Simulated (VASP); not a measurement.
# BAs (F-43m) in VASP: single point with LDA

Aim: the single point of BAs with LDA.

Everything below comes from runs of VASP 6.6.1. Logs are shortened: lines on timing, memory, paths and dates and some standing lists are left out, and cuts for length are marked.

## 1. The cell of the first run

The structure is cubic, space group F-43m (No. 216). The conventional cell has a = 4.732 Å, b = 4.732 Å, c = 4.732 Å, α = 90.00°, β = 90.00°, γ = 90.00°. B (site symmetry -43m) has 4 As at 2.05 Å within 2.7 Å. As (site symmetry -43m) has 4 B at 2.05 Å within 2.7 Å.

## 2. Single point, LDA

The input, INCAR:

```
SYSTEM = BAs
  ALGO = Normal
  EDIFF = 1E-6
  ENCUT = 560
  GGA_COMPAT = .FALSE.
  ISIF = 2
  ISMEAR = 0
  LASPH = .TRUE.
  LCHARG = .FALSE.
  LREAL = .FALSE.
  LWAVE = .FALSE.
  NBANDS = 16
  NELM = 120
  PREC = Accurate
  SIGMA = 0.01
```

The input, KPOINTS:

```
k-points
0
G
  8 8 8
  0 0 0
```

The input, POSCAR:

```
BAs
1.0
    0.0000000000      2.3659881175      2.3659881175
    2.3659881175      0.0000000000      2.3659881175
    2.3659881175      2.3659881175      0.0000000000
B As
1 1
Direct
    0.0000000000      0.0000000000      0.0000000000
    0.2500000000      0.2500000000      0.2500000000
```

Potentials or basis: VASP PAW LDA potentials, release 64 (B, As_d).

Started as:

```
$ cat potpaw_LDA.64/B/POTCAR potpaw_LDA.64/As_d/POTCAR > POTCAR
$ mpirun -np 1 vasp_std > vasp.out
```

OUTCAR:

```text
SYSTEM = BAs
   EDIFF = 1E-6
   ENCUT = 560
   ISIF = 2
   ISMEAR = 0
   LASPH = .TRUE.
   LREAL = .FALSE.
   NELM = 120
   PREC = Accurate

 ion  position               nearest neighbor table
   1  0.000  0.000  0.000-   2 2.05   2 2.05   2 2.05   2 2.05
   2  0.250  0.250  0.250-   1 2.05   1 2.05   1 2.05   1 2.05

  LATTYP: Found a face centered cubic cell.
 ALAT       =     4.7319762350

  Lattice vectors:

 A1 = (   0.0000000000,   2.3659881175,   2.3659881175)
 A2 = (   2.3659881175,   0.0000000000,   2.3659881175)
 A3 = (   2.3659881175,   2.3659881175,   0.0000000000)

Analysis of symmetry for initial positions (statically):
=====================================================================
 Subroutine PRICEL returns:
 Original cell was already a primitive cell.

 Routine SETGRP: Setting up the symmetry group for a
 face centered cubic supercell.

 Subroutine GETGRP returns: Found 24 space group operations
 (whereof 24 operations were pure point group operations)
 out of a pool of 48 trial point group operations.

The static configuration has the point symmetry T_d .

Analysis of symmetry for dynamics (positions and initial velocities):
=====================================================================
 Subroutine PRICEL returns:
 Original cell was already a primitive cell.

 Routine SETGRP: Setting up the symmetry group for a
 face centered cubic supercell.

 Subroutine GETGRP returns: Found 24 space group operations
 (whereof 24 operations were pure point group operations)
 out of a pool of 48 trial point group operations.

The dynamic configuration has the point symmetry T_d .

 Subroutine INISYM returns: Found 24 space group operations
 (whereof 24 operations are pure point group operations),
 and found     1 'primitive' translations

----------------------------------------------------------------------------------------

                                     Primitive cell

  volume of cell :      26.4891

  direct lattice vectors                    reciprocal lattice vectors
     0.000000000  2.365988118  2.365988118    -0.211328196  0.211328196  0.211328196
     2.365988118  0.000000000  2.365988118     0.211328196 -0.211328196  0.211328196
     2.365988118  2.365988118  0.000000000     0.211328196  0.211328196 -0.211328196

  length of vectors
     3.346012484  3.346012484  3.346012484     0.366031172  0.366031172  0.366031172

  position of ions in fractional coordinates (direct lattice)
     0.000000000  0.000000000  0.000000000
     0.250000000  0.250000000  0.250000000

  ion indices of the primitive-cell ions
   primitive index   ion index
                 1           1
                 2           2

----------------------------------------------------------------------------------------

 KPOINTS: k-points

Automatic generation of k-mesh.
 Grid dimensions read from file:
 generate k-points for:    8    8    8

 Generating k-lattice:

  Cartesian coordinates                     Fractional coordinates (reciprocal lattice)
    -0.026416024  0.026416024  0.026416024     0.125000000  0.000000000  0.000000000
     0.026416024 -0.026416024  0.026416024     0.000000000  0.125000000  0.000000000
     0.026416024  0.026416024 -0.026416024     0.000000000  0.000000000  0.125000000

  Length of vectors
     0.045753897  0.045753897  0.045753897

  Shift w.r.t. Gamma in fractional coordinates (k-lattice)
     0.000000000  0.000000000  0.000000000

 Subroutine IBZKPT returns following result:
 ===========================================

 Found     29 irreducible k-points:

 Following reciprocal coordinates:
            Coordinates               Weight
  0.000000  0.000000  0.000000      1.000000
  0.125000  0.000000  0.000000      8.000000
  0.250000  0.000000  0.000000      8.000000
  0.375000  0.000000  0.000000      8.000000
  0.500000  0.000000  0.000000      4.000000
  0.125000  0.125000  0.000000      6.000000
[... 16 lines left out ...]
  0.500000  0.250000  0.125000     48.000000
 -0.375000  0.250000  0.125000     24.000000
 [... further k-points ...]
   k-points           NKPTS =     29   k-points in BZ     NKDIM =     29   number of bands    NBANDS=     16
   number of dos      NEDOS =    301   number of ions     NIONS =      2
   total plane-waves  NPLWV =  21952
   dimension x,y,z NGX =    28 NGY =   28 NGZ =   28
   dimension x,y,z NGXF=    56 NGYF=   56 NGZF=   56
   ions per type =               1   1
   NGX,Y,Z   is equivalent  to a cutoff of  13.91, 13.91, 13.91 a.u.
   NGXF,Y,Z  is equivalent  to a cutoff of  27.82, 27.82, 27.82 a.u.
 SYSTEM =  BAs
   PREC   = accura    normal or accurate (medium, high low for compatibility)
   ISTART =      0    job   : 0-new  1-cont  2-samecut
   ICHARG =      2    charge: 1-file 2-atom 10-const
   ISPIN  =      1    spin polarized calculation?
   LNONCOLLINEAR =      F non collinear calculations
   LSORBIT =      F    spin-orbit coupling
   LASPH  =      T    aspherical Exc in radial PAW
   ENCUT  =  560.0 eV  41.16 Ry    6.42 a.u.   6.46  6.46  6.46*2*pi/ulx,y,z
   NELM   =    120;   NELMIN=  2; NELMDL= -5     # of ELM steps
   EDIFF  = 0.1E-05   stopping-criterion for ELM
   LREAL  =      F    real-space projection
[... 7 lines left out ...]
   TEBEG  =    0.0;   TEEND  =   0.0 temperature during run
   PSTRESS=    0.0 pullay stress
   NELECT =      18.0000    total number of electrons
   NUPDOWN=      -1.0000    fix difference up-down
   EMIN   =  10.00;   EMAX   =-10.00  energy-range for DOS
   EFERMI =   0.00;   METHOD = LEGACY
   ISMEAR =     0;   SIGMA  =   0.01  broadening in eV -4-tet -1-fermi 0-gaus
   EFERMI_NEDOS =   21; number of points for ismear=-14 and -15
   IALGO  =     38    algorithm
   IMIX   =      4    mixing-type and parameters
     AMIX     =   0.40;   BMIX     =  1.00
     AMIX_MAG =   1.60;   BMIX_MAG =  1.00
  volume/ion in A,a.u.               =      13.24        89.38
  Fermi-wavevector in a.u.,A,eV,Ry     =   1.439273  2.719831 28.184552  2.071506
  Thomas-Fermi vector in A             =   2.558147
   LORBIT       =      0    0 simple, 1 ext, 2 COOP (PROOUT), +10 PAW based schemes
   GGA     = CA    functional components
   LHFCALC =     F    Hartree Fock is set to
   AEXX    =    0.0000 exact exchange contribution
   IVDW    =     0    specifies the selected vdW correction
   LEPSILON=     F    determine dielectric tensor
   LRPA    =     F    only Hartree local field effects (RPA)
 non-spin polarized calculation
 Gauss-broadening in eV      SIGMA  =   0.01
  energy-cutoff  :      560.00
  volume of cell :       26.49
 maximum number of plane-waves:       821
 NGX is ok and might be reduce to    28
   NGX = 13   NGY = 13   NGZ = 13

 number of electron      18.0000004 magnetization

 Free energy of the ion-electron system (eV)
  ---------------------------------------------------
  ext. energy  EPLUGINS =         0.00000000
  ---------------------------------------------------
  free energy    TOTEN  =       -12.94018320 eV

  energy without entropy =      -12.94018320  energy(sigma->0) =      -12.94018320

 E-fermi :   5.2587     XC(G=0): -11.5738

 val. band max:        5.0937408345   @ k =   0.0000   0.0000   0.0000
 cond. band min:       6.2113086686   @ k =   0.3750   0.3750   0.0000
 fundamental gap:      1.1175678341
 Fermi energy:         5.2587152724

 k-point     1 :       0.0000    0.0000    0.0000
  band No.  band energies     occupation
      1     -30.8248      2.00000
      2     -30.8248      2.00000
      3     -30.8248      2.00000
      4     -30.7977      2.00000
      5     -30.7977      2.00000
      6     -10.5438      2.00000
[... 8 lines left out ...]
     15      18.4767      0.00000
     16      18.4767      0.00000

 k-point     2 :       0.1250    0.0000    0.0000
  band No.  band energies     occupation
      1     -30.8242      2.00000
      2     -30.8234      2.00000
      3     -30.8234      2.00000
      4     -30.7976      2.00000
      5     -30.7976      2.00000
      6     -10.2820      2.00000
[... 8 lines left out ...]
     15      16.9306      0.00000
     16      16.9306      0.00000

 k-point     3 :       0.2500    0.0000    0.0000
  band No.  band energies     occupation
      1     -30.8229      2.00000
      2     -30.8207      2.00000
      3     -30.8207      2.00000
      4     -30.7970      2.00000
      5     -30.7970      2.00000
      6      -9.5183      2.00000
[... 8 lines left out ...]
     15      16.5120      0.00000
     16      16.5120      0.00000

 k-point     4 :       0.3750    0.0000    0.0000
  band No.  band energies     occupation
      1     -30.8216      2.00000
      2     -30.8186      2.00000
      3     -30.8186      2.00000
      4     -30.7958      2.00000
      5     -30.7958      2.00000
      6      -8.3790      2.00000
[... 8 lines left out ...]
     15      18.0199      0.00000
     16      18.0199      0.00000

 k-point     5 :       0.5000    0.0000    0.0000
  band No.  band energies     occupation
      1     -30.8210      2.00000
      2     -30.8180      2.00000
      3     -30.8180      2.00000
      4     -30.7950      2.00000
      5     -30.7950      2.00000
      6      -7.5846      2.00000
[... 8 lines left out ...]
     15      19.9288      0.00000
     16      19.9288      0.00000

 k-point     6 :       0.1250    0.1250    0.0000
  band No.  band energies     occupation
      1     -30.8256      2.00000
      2     -30.8222      2.00000
      3     -30.8222      2.00000
      4     -30.7986      2.00000
      5     -30.7967      2.00000
      6     -10.1943      2.00000
[... 8 lines left out ...]
     15      15.9568      0.00000
     16      18.8683      0.00000
[... 267 lines left out ...]
 k-point    21 :       0.5000    0.5000    0.0000
  band No.  band energies     occupation
      1     -30.8304      2.00000
      2     -30.8069      2.00000
      3     -30.8069      2.00000
      4     -30.8046      2.00000
      5     -30.7910      2.00000
      6      -6.2680      2.00000
[... 8 lines left out ...]
     15      22.6858      0.00000
     16      23.3642      0.00000

 k-point    22 :       0.3750    0.2500    0.1250
  band No.  band energies     occupation
      1     -30.8249      2.00000
      2     -30.8171      2.00000
      3     -30.8161      2.00000
      4     -30.7997      2.00000
      5     -30.7947      2.00000
      6      -8.8512      2.00000
[... 8 lines left out ...]
     15      18.5652      0.00000
     16      19.4821      0.00000

 k-point    23 :       0.5000    0.2500    0.1250
  band No.  band energies     occupation
      1     -30.8224      2.00000
      2     -30.8168      2.00000
      3     -30.8134      2.00000
      4     -30.7989      2.00000
      5     -30.7945      2.00000
      6      -7.7534      2.00000
[... 8 lines left out ...]
     15      18.6570      0.00000
     16      20.7824      0.00000

 k-point    24 :      -0.3750    0.2500    0.1250
  band No.  band energies     occupation
      1     -30.8205      2.00000
      2     -30.8176      2.00000
      3     -30.8124      2.00000
      4     -30.7979      2.00000
      5     -30.7949      2.00000
      6      -7.0050      2.00000
[... 8 lines left out ...]
     15      19.5524      0.00000
     16      20.4619      0.00000

 [... further k-points ...]
[... 5 lines left out ...]
  --------------------------------------------------------------------------------------
  -------------------------------------------------------------------------------------
  Total        0.1741358      0.1741358      0.1741358      0.0000000      0.0000000      0.0000000
  in kB       10.5324890     10.5324890     10.5324890      0.0000000      0.0000000      0.0000000
  external PRESSURE =      10.5324890 kB  Pullay stress =       0.0000000 kB

 VOLUME and BASIS-vectors are now :
 -----------------------------------------------------------------------------
  energy-cutoff  :      560.00
  volume of cell :       26.49
      direct lattice vectors                 reciprocal lattice vectors
     0.000000000  2.365988118  2.365988118    -0.211328196  0.211328196  0.211328196
     2.365988118  0.000000000  2.365988118     0.211328196 -0.211328196  0.211328196
     2.365988118  2.365988118  0.000000000     0.211328196  0.211328196 -0.211328196

 POSITION                                       TOTAL-FORCE (eV/Angst)
 -----------------------------------------------------------------------------------
      0.00000      0.00000      0.00000        -0.000000     -0.000000      0.000000
      1.18299      1.18299      1.18299         0.000000      0.000000     -0.000000
 -----------------------------------------------------------------------------------
    total drift:                                0.000001      0.000001      0.000001

  FREE ENERGIE OF THE ION-ELECTRON SYSTEM (eV)
  ---------------------------------------------------
  free  energy   TOTEN  =       -12.9401832026 eV

  energy  without entropy=      -12.9401832026  energy(sigma->0) =      -12.94018320
```

It took 11 s on 1 thread of AMD EPYC 7R13 (Zen 3), shared host; peak memory 0.11 GiB.

Results:

| Item | Value |
| --- | --- |
| Free energy | -12.9402 eV |
| Pressure | 1.1 GPa |
| Band gap on the k mesh | 1.12 eV (least direct gap 3.29 eV) |

A k mesh can miss the band edges.
